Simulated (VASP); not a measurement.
# CdS (F-43m) in VASP: a series of runs

The runs below take CdS through single point, with PBE+D3(BJ).

Program: VASP 6.6.1. These are calculated values, not measurements. Logs are shortened: lines on timing, memory, paths and dates and some standing lists are left out, and cuts for length are marked.

## 1. The cell of the first run

Symmetry: F-43m, No. 216, cubic system. The conventional cell has a = 5.853 Å, b = 5.853 Å, c = 5.853 Å, α = 90.00°, β = 90.00°, γ = 90.00°. Within 3.3 Å of Cd (site symmetry -43m) lie 4 S at 2.53 Å. Within 3.3 Å of S (site symmetry -43m) lie 4 Cd at 2.53 Å.

## 2. Single point, PBE+D3(BJ)

The input, INCAR:

```
PREC = Accurate ; ENCUT = 500
EDIFF = 1E-6 ; ISMEAR = 0
SIGMA = 0.02 ; LREAL = False
LASPH = True ; NELM = 120
ALGO = Normal ; ISIF = 2
LWAVE = False ; LCHARG = False
GGA = PE ; IVDW = 12
NBANDS = 16 ; GGA_COMPAT = False
```

The input, KPOINTS:

```
Automatic mesh
0
Gamma
  8 8 8
```

The input, POSCAR:

```
CdS
1.0
    0.0000000000      2.9264805345      2.9264805345
    2.9264805345      0.0000000000      2.9264805345
    2.9264805345      2.9264805345      0.0000000000
Cd S
1 1
Direct
    0.0000000000      0.0000000000      0.0000000000
    0.2500000000      0.2500000000      0.2500000000
```

Potentials or basis: VASP PAW PBE potentials, release 64 (Cd, S).

Launch:

```console
$ cat potpaw_PBE.64/Cd/POTCAR potpaw_PBE.64/S/POTCAR > POTCAR
$ mpirun -np 1 vasp_std > vasp.out
```

OUTCAR:

```text
PREC = Accurate
   ENCUT = 500
   EDIFF = 1E-6
   ISMEAR = 0
   LREAL = False
   LASPH = True
   NELM = 120
   ISIF = 2
   GGA = PE
   IVDW = 12
 IVDW          = 12

 ion  position               nearest neighbor table
   1  0.000  0.000  0.000-   2 2.53   2 2.53   2 2.53   2 2.53
   2  0.250  0.250  0.250-   1 2.53   1 2.53   1 2.53   1 2.53

  LATTYP: Found a face centered cubic cell.
 ALAT       =     5.8529610690

  Lattice vectors:

 A1 = (   0.0000000000,   2.9264805345,   2.9264805345)
 A2 = (   2.9264805345,   0.0000000000,   2.9264805345)
 A3 = (   2.9264805345,   2.9264805345,   0.0000000000)

Analysis of symmetry for initial positions (statically):
=====================================================================
 Subroutine PRICEL returns:
 Original cell was already a primitive cell.

 Routine SETGRP: Setting up the symmetry group for a
 face centered cubic supercell.

 Subroutine GETGRP returns: Found 24 space group operations
 (whereof 24 operations were pure point group operations)
 out of a pool of 48 trial point group operations.

The static configuration has the point symmetry T_d .

Analysis of symmetry for dynamics (positions and initial velocities):
=====================================================================
 Subroutine PRICEL returns:
 Original cell was already a primitive cell.

 Routine SETGRP: Setting up the symmetry group for a
 face centered cubic supercell.

 Subroutine GETGRP returns: Found 24 space group operations
 (whereof 24 operations were pure point group operations)
 out of a pool of 48 trial point group operations.

The dynamic configuration has the point symmetry T_d .

 Subroutine INISYM returns: Found 24 space group operations
 (whereof 24 operations are pure point group operations),
 and found     1 'primitive' translations

----------------------------------------------------------------------------------------

                                     Primitive cell

  volume of cell :      50.1264

  direct lattice vectors                    reciprocal lattice vectors
     0.000000000  2.926480535  2.926480535    -0.170853691  0.170853691  0.170853691
     2.926480535  0.000000000  2.926480535     0.170853691 -0.170853691  0.170853691
     2.926480535  2.926480535  0.000000000     0.170853691  0.170853691 -0.170853691

  length of vectors
     4.138668462  4.138668462  4.138668462     0.295927273  0.295927273  0.295927273

  position of ions in fractional coordinates (direct lattice)
     0.000000000  0.000000000  0.000000000
[... 78 lines left out ...]
   EDIFF  = 0.1E-05   stopping-criterion for ELM
   LREAL  =      F    real-space projection
   EDIFFG = 0.1E-04   stopping-criterion for IOM
   NSW    =      0    number of steps for IOM
   IBRION =     -1    ionic relax: 0-MD 1-quasi-New 2-CG
   NFREE  =      0    steps in history (QN), initial steepest desc. (CG)
   ISIF   =      2    stress and relaxation
   ISYM   =      2    0-nonsym 1-usesym 2-fastsym
   POTIM  = 0.5000    time-step for ionic-motion
   TEBEG  =    0.0;   TEEND  =   0.0 temperature during run
   PSTRESS=    0.0 pullay stress
   NELECT =      18.0000    total number of electrons
   NUPDOWN=      -1.0000    fix difference up-down
   EMIN   =  10.00;   EMAX   =-10.00  energy-range for DOS
   EFERMI =   0.00;   METHOD = LEGACY
   ISMEAR =     0;   SIGMA  =   0.02  broadening in eV -4-tet -1-fermi 0-gaus
   EFERMI_NEDOS =   21; number of points for ismear=-14 and -15
   IALGO  =     38    algorithm
   IMIX   =      4    mixing-type and parameters
     AMIX     =   0.40;   BMIX     =  1.00
     AMIX_MAG =   1.60;   BMIX_MAG =  1.00
  volume/ion in A,a.u.               =      25.06       169.13
  Fermi-wavevector in a.u.,A,eV,Ry     =   1.163617  2.198917 18.422347  1.354004
  Thomas-Fermi vector in A             =   2.300165
   LORBIT       =      0    0 simple, 1 ext, 2 COOP (PROOUT), +10 PAW based schemes
   GGA     = PE    functional components
   LHFCALC =     F    Hartree Fock is set to
   AEXX    =    0.0000 exact exchange contribution
   IVDW    =    12    specifies the selected vdW correction
   LEPSILON=     F    determine dielectric tensor
   LRPA    =     F    only Hartree local field effects (RPA)
 non-spin polarized calculation
 Gauss-broadening in eV      SIGMA  =   0.02
  energy-cutoff  :      500.00
  volume of cell :       50.13
 maximum number of plane-waves:      1287
   NGX = 15   NGY = 15   NGZ = 15

 number of electron      17.9999998 magnetization

 Free energy of the ion-electron system (eV)
  ---------------------------------------------------
  ext. energy  EPLUGINS =         0.00000000
  ---------------------------------------------------
  free energy    TOTEN  =        -6.13040729 eV

  energy without entropy =       -6.13040729  energy(sigma->0) =       -6.13040729

 E-fermi :   1.3350     XC(G=0):  -9.1017

 val. band max:        1.2270460844   @ k =   0.0000   0.0000   0.0000
 cond. band min:       2.3540853472   @ k =   0.0000   0.0000   0.0000
 fundamental gap:      1.1270392628
 Fermi energy:         1.3349930769

 k-point     1 :       0.0000    0.0000    0.0000
  band No.  band energies     occupation
      1     -11.0804      2.00000
      2      -6.4644      2.00000
      3      -6.4644      2.00000
      4      -6.4644      2.00000
      5      -5.9985      2.00000
      6      -5.9985      2.00000
[... 433 lines left out ...]
      3      -6.2677      2.00000
      4      -6.0230      2.00000
      5      -5.9723      2.00000
      6      -5.5164      2.00000
[... 8 lines left out ...]
     15      13.5020      0.00000
     16      14.3643      0.00000

 [... further k-points ...]

------------------------ aborting loop because EDIFF is reached ----------------------------------------

 Edisp (eV)   -0.60625

 E8    (eV) :    -0.2470

  FORCE on cell =-STRESS in cart. coord.  units (eV):
  Direction    XX          YY          ZZ          XY          YZ          ZX
  --------------------------------------------------------------------------------------
  -------------------------------------------------------------------------------------
  Total       0.10342     0.10342     0.10342     0.00000     0.00000     0.00000
  in kB       3.30574     3.30574     3.30574     0.00000     0.00000     0.00000
  external pressure =        3.31 kB  Pullay stress =        0.00 kB

 VOLUME and BASIS-vectors are now :
 -----------------------------------------------------------------------------
  energy-cutoff  :      500.00
  volume of cell :       50.13
      direct lattice vectors                 reciprocal lattice vectors
     0.000000000  2.926480535  2.926480535    -0.170853691  0.170853691  0.170853691
     2.926480535  0.000000000  2.926480535     0.170853691 -0.170853691  0.170853691
     2.926480535  2.926480535  0.000000000     0.170853691  0.170853691 -0.170853691

 POSITION                                       TOTAL-FORCE (eV/Angst)
 -----------------------------------------------------------------------------------
      0.00000      0.00000      0.00000        -0.000000     -0.000000     -0.000000
      1.46324      1.46324      1.46324         0.000000      0.000000      0.000000
 -----------------------------------------------------------------------------------
    total drift:                                0.000000      0.000000      0.000000

  FREE ENERGIE OF THE ION-ELECTRON SYSTEM (eV)
  ---------------------------------------------------
  free  energy   TOTEN  =        -6.7366556400 eV

  energy  without entropy=       -6.7366556400  energy(sigma->0) =       -6.73665564
```

OSZICAR:

```text
N       E                     dE             d eps       ncg     rms          rms(c)
DAV:   1     0.105218827753E+03    0.10522E+03   -0.87983E+03   960   0.994E+02
DAV:   2    -0.250627783752E+01   -0.10773E+03   -0.10192E+03  1112   0.248E+02
DAV:   3    -0.665072877508E+01   -0.41445E+01   -0.41363E+01  1224   0.509E+01
DAV:   4    -0.667573003806E+01   -0.25001E-01   -0.25000E-01  1120   0.380E+00
DAV:   5    -0.667608173089E+01   -0.35169E-03   -0.35169E-03  1200   0.429E-01    0.794E+00
DAV:   6    -0.614901334985E+01    0.52707E+00   -0.84104E-01  1376   0.115E+01    0.640E+00
DAV:   7    -0.612999147281E+01    0.19022E-01   -0.19491E-01  1160   0.302E+00    0.312E+00
DAV:   8    -0.613027542055E+01   -0.28395E-03   -0.17727E-02  1072   0.168E+00    0.302E-01
DAV:   9    -0.613020656916E+01    0.68851E-04   -0.20714E-03  1096   0.668E-01    0.580E-02
DAV:  10    -0.613033042693E+01   -0.12386E-03   -0.24301E-04  1168   0.158E-01    0.673E-02
DAV:  11    -0.613041448219E+01   -0.84055E-04   -0.13415E-04  1056   0.917E-02    0.234E-02
DAV:  12    -0.613040632197E+01    0.81602E-05   -0.25038E-05  1264   0.646E-02    0.101E-02
DAV:  13    -0.613040763090E+01   -0.13089E-05   -0.42404E-06  1072   0.121E-02    0.112E-02
DAV:  14    -0.613040728721E+01    0.34369E-06   -0.31966E-07   904   0.342E-03
   1 F= -.67366556E+01 E0= -.67366556E+01  d E =-.147459E-16
```

Run time: 29 s. Hardware: 1 thread of Intel Xeon Platinum 8488C (Sapphire Rapids), shared host; peak memory 0.18 GiB.

Results:

| Property | Result |
| --- | --- |
| Free energy | -6.7367 eV |
| Pressure | 0.3 GPa |
| Band gap on the k mesh | 1.13 eV |
| Dispersion energy per atom | -0.303 eV |

## 3. Single point, PBE+D3(BJ)

The input, INCAR:

```
SYSTEM = CdS
PREC = Accurate ; ENCUT = 500
EDIFF = 1E-6 ; ISMEAR = 0
SIGMA = 0.02 ; LREAL = .FALSE.
LASPH = .TRUE. ; NELM = 120
ALGO = Normal ; ISIF = 2
LWAVE = .FALSE. ; LCHARG = .FALSE.
GGA = PE ; IVDW = 12
NBANDS = 16 ; GGA_COMPAT = .FALSE.
```

The input, KPOINTS:

```
regular mesh
0
G
  8 8 8
  0 0 0
```

POSCAR is that of step 2.

Potentials or basis: VASP PAW PBE potentials, release 64 (Cd, S).

Launch:

```console
$ cat potpaw_PBE.64/Cd/POTCAR potpaw_PBE.64/S/POTCAR > POTCAR
$ mpirun -np 1 vasp_std > vasp.out
```

Wall time 27 s (1 thread of Intel Xeon Platinum 8488C (Sapphire Rapids), shared host); peak memory 0.18 GiB.

Results (log left out):

| Quantity | Value |
| --- | --- |
| Free energy | -6.7367 eV |
| Pressure | 0.3 GPa |
| Band gap on the k mesh | 1.13 eV |
| Dispersion energy per atom | -0.303 eV |

Levels at points of the mesh, in eV from the valence-band top:
```tsv
k point	band 7	band 8	band 9	band 10	band 11	band 12
(0.00, 0.00, 0.00)	0.00	0.00	0.00	1.13	6.55	6.55
(0.50, 0.00, 0.00)	-4.34	-0.74	-0.74	3.00	7.01	7.01
(0.50, 0.50, 0.00)	-3.91	-1.84	-1.84	3.57	4.34	9.19
```
